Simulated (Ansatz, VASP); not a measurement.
# One calculation of C, two programs

Contents of INCAR:

```
SYSTEM = C
ALGO = Normal
EDIFF = 1E-6
ENCUT = 520
GGA = PS
ISIF = 2
ISMEAR = 0
LASPH = .TRUE.
LCHARG = .TRUE.
LELF = .TRUE.
LREAL = .FALSE.
LVHAR = .TRUE.
LWAVE = .FALSE.
NBANDS = 31
NELM = 100
PREC = Accurate
SIGMA = 0.05
```

Contents of KPOINTS:

```
k-points
0
G
  12 12 12
  0 0 0
```

POSCAR

```
C
1.0
    1.2910000000      0.7453591975     10.0411333333
   -1.2910000000      0.7453591975     10.0411333333
    0.0000000000     -1.4907183950     10.0411333333
C
10
Direct
    0.0248220069      0.0248220069      0.0248220069
    0.9751779931      0.9751779931      0.9751779931
    0.1086877374      0.1086877374      0.1086877374
    0.8913122626      0.8913122626      0.8913122626
    0.1583652898      0.1583652898      0.1583652898
    0.8416347102      0.8416347102      0.8416347102
    0.3748635523      0.3748635523      0.3748635523
    0.6251364477      0.6251364477      0.6251364477
    0.4253181912      0.4253181912      0.4253181912
    0.5746818088      0.5746818088      0.5746818088
```

Input for Ansatz:

```yaml
crystal:
  lattice:
    - [1.291, 0.7453591975, 10.0411333333]
    - [-1.291, 0.7453591975, 10.0411333333]
    - [0.0, -1.490718395, 10.0411333333]
  atoms:
    - { symbol: C, position: [0.0248220069, 0.0248220069, 0.0248220069] }
    - { symbol: C, position: [0.9751779931, 0.9751779931, 0.9751779931] }
    - { symbol: C, position: [0.1086877374, 0.1086877374, 0.1086877374] }
    - { symbol: C, position: [0.8913122626, 0.8913122626, 0.8913122626] }
    - { symbol: C, position: [0.1583652898, 0.1583652898, 0.1583652898] }
    - { symbol: C, position: [0.8416347102, 0.8416347102, 0.8416347102] }
    - { symbol: C, position: [0.3748635523, 0.3748635523, 0.3748635523] }
    - { symbol: C, position: [0.6251364477, 0.6251364477, 0.6251364477] }
    - { symbol: C, position: [0.4253181912, 0.4253181912, 0.4253181912] }
    - { symbol: C, position: [0.5746818088, 0.5746818088, 0.5746818088] }
basis:
  ecutwfc: 520.0
kpoints:
  mp_grid: { grid: [12, 12, 12] }
hamiltonian:
  xc: pbesol
  pseudopotentials: { kind: paw, azcp: { folder: soft_1 } }
scf:
  occupations: { method: gaussian, width: 0.05 }
output:
  forces: true
  stress: true
  eigenvalues: true
```

Alike in both runs: task single point; functional PBEsol; k mesh 12 × 12 × 12; occupations gaussian, width 0.05 eV; no spin polarisation.

```csv
,VASP,Ansatz
version,VASP 6.6.1,Ansatz 0.2.0
potentials or method,"VASP PAW PBE potentials, release 64 (C), cutoff 520 eV","scalar-relativistic, plane waves, PAW"
valence electrons in the cell,40,40
```

```tsv
	VASP	Ansatz	Ansatz less VASP
gap on the k mesh at the Fermi level (eV)	3.64	3.65	+0.010
least direct gap on the mesh (eV)	4.59	4.59	+0.005
pressure (GPa)	-10.7	-11.7	-0.98
traceless stress, the component that is largest in VASP (GPa)	44.68	44.38	-0.302
rms of the force components (eV/Å)	0.175	0.164	-0.0112
```

VASP's potentials were made for PBE, not for PBEsol, and Ansatz warns of the same on its side. Atom by atom the forces differ by 0.012 eV/Å (rms over components).
